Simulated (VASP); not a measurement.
# Pt (Im-3m) in VASP: notebook, part 3 of 3

VASP 6.6.1. The steps go on from the part before.

## 5. Single point, LDA

This run uses another cell than the first one, of 15.90 Å³/atom, 1.064 times its volume.

INCAR reads:

```
PREC = Accurate
ENCUT = 520
EDIFF = 1E-7
ISMEAR = -1
SIGMA = 0.05
LREAL = False
LASPH = True
NELM = 100
ALGO = Normal
ISIF = 2
LWAVE = False
LCHARG = False
NBANDS = 11
```

KPOINTS reads:

```
Automatic mesh
0
Gamma
  12 12 12
```

POSCAR reads:

```
Pt
1.0
   -1.5842200000      1.5842200000      1.5842200000
    1.5842200000     -1.5842200000      1.5842200000
    1.5842200000      1.5842200000     -1.5842200000
Pt
1
Direct
    0.0000000000      0.0000000000      0.0000000000
```

Potentials or basis: VASP PAW LDA potentials, release 64 (Pt).

Started as:

```bash
$ cat potpaw_LDA.64/Pt/POTCAR > POTCAR
$ mpirun -np 1 vasp_std > vasp.out
```

OUTCAR:

```text
PREC = Accurate
   ENCUT = 520
   EDIFF = 1E-7
   ISMEAR = -1
   LREAL = False
   LASPH = True
   NELM = 100
   ISIF = 2

 ion  position               nearest neighbor table
   1  0.000  0.000  0.000-

  LATTYP: Found a body centered cubic cell.
 ALAT       =     3.1684400000

  Lattice vectors:

 A1 = (  -1.5842200000,   1.5842200000,   1.5842200000)
 A2 = (   1.5842200000,  -1.5842200000,   1.5842200000)
 A3 = (   1.5842200000,   1.5842200000,  -1.5842200000)

Analysis of symmetry for initial positions (statically):
=====================================================================
 Subroutine PRICEL returns:
 Original cell was already a primitive cell.

 Routine SETGRP: Setting up the symmetry group for a
 body centered cubic supercell.

 Subroutine GETGRP returns: Found 48 space group operations
[... 9 lines left out ...]

 Routine SETGRP: Setting up the symmetry group for a
 body centered cubic supercell.

 Subroutine GETGRP returns: Found 48 space group operations
[... 11 lines left out ...]
                                     Primitive cell

  volume of cell :      15.9040

  direct lattice vectors                    reciprocal lattice vectors
    -1.584220000  1.584220000  1.584220000     0.000000000  0.315612731  0.315612731
     1.584220000 -1.584220000  1.584220000     0.315612731  0.000000000  0.315612731
     1.584220000  1.584220000 -1.584220000     0.315612731  0.315612731  0.000000000

  length of vectors
     2.743949530  2.743949530  2.743949530     0.446343804  0.446343804  0.446343804

  position of ions in fractional coordinates (direct lattice)
     0.000000000  0.000000000  0.000000000

  ion indices of the primitive-cell ions
   primitive index   ion index
                 1           1

----------------------------------------------------------------------------------------

 KPOINTS: Automatic mesh

Automatic generation of k-mesh.
 Grid dimensions read from file:
 generate k-points for:   12   12   12

 Generating k-lattice:

  Cartesian coordinates                     Fractional coordinates (reciprocal lattice)
     0.000000000  0.026301061  0.026301061     0.083333333  0.000000000  0.000000000
     0.026301061  0.000000000  0.026301061     0.000000000  0.083333333  0.000000000
     0.026301061  0.026301061  0.000000000     0.000000000  0.000000000  0.083333333

  Length of vectors
     0.037195317  0.037195317  0.037195317

  Shift w.r.t. Gamma in fractional coordinates (k-lattice)
     0.000000000  0.000000000  0.000000000

 Subroutine IBZKPT returns following result:
 ===========================================

 Found     72 irreducible k-points:

 Following reciprocal coordinates:
            Coordinates               Weight
  0.000000  0.000000  0.000000      1.000000
  0.083333  0.000000  0.000000     12.000000
  0.166667  0.000000  0.000000     12.000000
  0.250000  0.000000  0.000000     12.000000
  0.333333  0.000000  0.000000     12.000000
  0.416667  0.000000  0.000000     12.000000
[... 16 lines left out ...]
  0.333333  0.083333  0.083333     24.000000
  0.416667  0.083333  0.083333     12.000000
 [... further k-points ...]
   k-points           NKPTS =     72   k-points in BZ     NKDIM =     72   number of bands    NBANDS=     11
   number of dos      NEDOS =    301   number of ions     NIONS =      1
   total plane-waves  NPLWV =   8000
   dimension x,y,z NGX =    20 NGY =   20 NGZ =   20
   dimension x,y,z NGXF=    40 NGYF=   40 NGZF=   40
   ions per type =               1
   NGX,Y,Z   is equivalent  to a cutoff of  12.12, 12.12, 12.12 a.u.
   NGXF,Y,Z  is equivalent  to a cutoff of  24.23, 24.23, 24.23 a.u.
 SYSTEM =  unknown system
   PREC   = accura    normal or accurate (medium, high low for compatibility)
   ISTART =      0    job   : 0-new  1-cont  2-samecut
   ICHARG =      2    charge: 1-file 2-atom 10-const
   ISPIN  =      1    spin polarized calculation?
   LNONCOLLINEAR =      F non collinear calculations
   LSORBIT =      F    spin-orbit coupling
   LASPH  =      T    aspherical Exc in radial PAW
   ENCUT  =  520.0 eV  38.22 Ry    6.18 a.u.   5.10  5.10  5.10*2*pi/ulx,y,z
   NELM   =    100;   NELMIN=  2; NELMDL= -5     # of ELM steps
   EDIFF  = 0.1E-06   stopping-criterion for ELM
   LREAL  =      F    real-space projection
   EDIFFG = 0.1E-05   stopping-criterion for IOM
   NSW    =      0    number of steps for IOM
   IBRION =     -1    ionic relax: 0-MD 1-quasi-New 2-CG
   NFREE  =      0    steps in history (QN), initial steepest desc. (CG)
   ISIF   =      2    stress and relaxation
   ISYM   =      2    0-nonsym 1-usesym 2-fastsym
   POTIM  = 0.5000    time-step for ionic-motion
   TEBEG  =    0.0;   TEEND  =   0.0 temperature during run
   PSTRESS=    0.0 pullay stress
   NELECT =      10.0000    total number of electrons
   NUPDOWN=      -1.0000    fix difference up-down
   EMIN   =  10.00;   EMAX   =-10.00  energy-range for DOS
   EFERMI =   0.00;   METHOD = LEGACY
   ISMEAR =    -1;   SIGMA  =   0.05  broadening in eV -4-tet -1-fermi 0-gaus
   EFERMI_NEDOS =   21; number of points for ismear=-14 and -15
   IALGO  =     38    algorithm
   IMIX   =      4    mixing-type and parameters
     AMIX     =   0.40;   BMIX     =  1.00
     AMIX_MAG =   1.60;   BMIX_MAG =  1.00
  volume/ion in A,a.u.               =      15.90       107.33
  Fermi-wavevector in a.u.,A,eV,Ry     =   1.402510  2.650360 26.763132  1.967035
  Thomas-Fermi vector in A             =   2.525265
   LORBIT       =      0    0 simple, 1 ext, 2 COOP (PROOUT), +10 PAW based schemes
   GGA     = CA    functional components
   LHFCALC =     F    Hartree Fock is set to
   AEXX    =    0.0000 exact exchange contribution
   IVDW    =     0    specifies the selected vdW correction
   LEPSILON=     F    determine dielectric tensor
   LRPA    =     F    only Hartree local field effects (RPA)
 non-spin polarized calculation
  energy-cutoff  :      520.00
  volume of cell :       15.90
 maximum number of plane-waves:       442
   NGX = 11   NGY = 11   NGZ = 11

 number of electron      10.0000000 magnetization

 Free energy of the ion-electron system (eV)
  ---------------------------------------------------
  ext. energy  EPLUGINS =         0.00000000
  ---------------------------------------------------
  free energy    TOTEN  =        -7.35853678 eV

  energy without entropy =       -7.35209734  energy(sigma->0) =       -7.35531706

 E-fermi :   9.8637     XC(G=0): -13.3761

 val. band max:        9.8045045664   @ k =   0.5000   0.5000   0.4167
 cond. band min:       9.8955170788   @ k =  -0.4167  -0.4167   0.1667
 fundamental gap:      0.0910125124
 Fermi energy:         9.8637204991

 k-point     1 :       0.0000    0.0000    0.0000
  band No.  band energies     occupation
      1       0.4796      2.00000
      2       6.4620      2.00000
      3       6.4620      2.00000
      4       6.4620      2.00000
      5       8.9764      2.00000
      6       8.9764      2.00000
      7      27.0063      0.00000
      8      27.0063      0.00000
      9      27.0063      0.00000
     10      37.0222      0.00000
     11      37.0259      0.00000

 k-point     2 :       0.0833    0.0000    0.0000
  band No.  band energies     occupation
      1       0.7591      2.00000
      2       6.3539      2.00000
      3       6.4613      2.00000
      4       6.6859      2.00000
      5       8.8406      2.00000
      6       8.9840      2.00000
      7      27.1236      0.00000
      8      27.2051      0.00000
      9      27.4173      0.00000
     10      34.1840      0.00000
     11      34.6259      0.00000

 k-point     3 :       0.1667    0.0000    0.0000
  band No.  band energies     occupation
      1       1.5399      2.00000
      2       6.0703      2.00000
      3       6.4381      2.00000
      4       7.3338      2.00000
      5       8.6022      2.00000
      6       9.0141      2.00000
      7      26.8765      0.00000
      8      27.0217      0.00000
      9      28.5863      0.00000
     10      32.3618      0.00000
     11      32.5613      0.00000
[... 267 lines left out ...]
 k-point    23 :       0.3333    0.0833    0.0833
  band No.  band energies     occupation
      1       3.9138      2.00000
      2       5.1251      2.00000
      3       7.6044      2.00000
      4       8.8958      2.00000
      5       9.2732      1.99999
      6      12.2674      0.00000
      7      17.5434      0.00000
      8      23.3966      0.00000
      9      24.2790      0.00000
     10      33.0345      0.00000
     11      34.9427      0.00000

 k-point    24 :       0.4167    0.0833    0.0833
  band No.  band energies     occupation
      1       3.8818      2.00000
      2       5.0559      2.00000
      3       8.3467      2.00000
      4       8.9186      2.00000
      5       9.3108      1.99997
      6      13.2964      0.00000
      7      15.8045      0.00000
      8      23.0654      0.00000
      9      23.7658      0.00000
     10      33.9331      0.00000
     11      34.4211      0.00000

 [... further k-points ...]
[... 5 lines left out ...]
  --------------------------------------------------------------------------------------
  -------------------------------------------------------------------------------------
  Total       -1.5486571     -1.5486571     -1.5486571      0.0000000      0.0000000     -0.0000000
  in kB     -156.0124926   -156.0124926   -156.0124926      0.0000000      0.0000000     -0.0000000
  external PRESSURE =    -156.0124926 kB  Pullay stress =       0.0000000 kB

 VOLUME and BASIS-vectors are now :
 -----------------------------------------------------------------------------
  energy-cutoff  :      520.00
  volume of cell :       15.90
      direct lattice vectors                 reciprocal lattice vectors
    -1.584220000  1.584220000  1.584220000     0.000000000  0.315612731  0.315612731
     1.584220000 -1.584220000  1.584220000     0.315612731  0.000000000  0.315612731
     1.584220000  1.584220000 -1.584220000     0.315612731  0.315612731  0.000000000

 POSITION                                       TOTAL-FORCE (eV/Angst)
 -----------------------------------------------------------------------------------
      0.00000      0.00000      0.00000         0.000000     -0.000000      0.000000
 -----------------------------------------------------------------------------------
    total drift:                               -0.000000     -0.000000      0.000000

  FREE ENERGIE OF THE ION-ELECTRON SYSTEM (eV)
  ---------------------------------------------------
  free  energy   TOTEN  =        -7.3585367811 eV

  energy  without entropy=       -7.3520973379  energy(sigma->0) =       -7.35531706
```

OSZICAR:

```text
N       E                     dE             d eps       ncg     rms          rms(c)
DAV:   1     0.379410344664E+02    0.37941E+02   -0.52989E+03  1648   0.839E+02
DAV:   2    -0.718124773660E+01   -0.45122E+02   -0.42851E+02  1809   0.172E+02
DAV:   3    -0.778044481254E+01   -0.59920E+00   -0.59490E+00  1836   0.191E+01
DAV:   4    -0.778281922095E+01   -0.23744E-02   -0.23741E-02  1824   0.141E+00
DAV:   5    -0.778283852408E+01   -0.19303E-04   -0.19303E-04  1869   0.119E-01    0.110E+01
DAV:   6    -0.739612181974E+01    0.38672E+00   -0.96877E-01  1713   0.748E+00    0.560E+00
DAV:   7    -0.736255436723E+01    0.33567E-01   -0.10516E-01  1833   0.239E+00    0.240E+00
DAV:   8    -0.735865713366E+01    0.38972E-02   -0.31391E-03  1710   0.536E-01    0.462E-01
DAV:   9    -0.735853418575E+01    0.12295E-03   -0.44639E-05  1806   0.642E-02    0.992E-03
DAV:  10    -0.735853676163E+01   -0.25759E-05   -0.10170E-06  1858   0.671E-03    0.227E-03
DAV:  11    -0.735853678109E+01   -0.19459E-07   -0.32344E-08  1420   0.159E-03
   1 F= -.73585368E+01 E0= -.73553171E+01  d E =-.643944E-02
```

Run time: 5.3 s. Hardware: 1 thread of AMD EPYC 9R45 (Zen 5), shared host; peak memory 0.1 GiB.

What came out:

```
Free energy            : -7.3585 eV
Pressure               : -15.6 GPa
Band gap on the k mesh : zero (band 5 reaches 10.93 eV, above the bottom of band 6 at 8.82 eV)
```

Levels at points of the mesh, in eV from the Fermi level:
```
           k point  band 1  band 2  band 3  band 4  band 5  band 6  band 7  band 8  band 9  band 10
(0.00, 0.00, 0.00)   -9.38   -3.40   -3.40   -3.40   -0.89   -0.89   17.14   17.14   17.14    27.16
(0.50, 0.00, 0.00)   -6.45   -4.81   -1.08   -0.57    0.35    1.10    6.30   13.31   15.79    23.98
(0.50, 0.50, 0.50)   -5.93   -5.93    0.58    0.58    0.58    7.68    7.68    7.68   12.71    19.09
```

Caveat: spin-orbit coupling is left out, which moves the levels of the heavy elements.

## 6. Overview

```csv
cell,gap on the mesh (eV),pressure (GPa)
"a = 2.688 Å, angles 109.5°, 1 atom",none,-0.1
"a = 2.707 Å, angles 109.5°, 1 atom",none,-6.0
"a = 2.726 Å, angles 109.5°, 1 atom",none,-11.1
"a = 2.744 Å, angles 109.5°, 1 atom",none,-15.6
```

Alike in all rows: task single point; level LDA; potentials or basis VASP PAW LDA potentials, release 64 (Pt); no spin polarisation; k mesh 12 × 12 × 12; cutoff (eV) 520; smearing fermi-dirac 0.05 eV.

Caveats: spin-orbit coupling is left out, which moves the levels of the heavy elements.

Absolute energies hang on the potentials; compare differences alone.
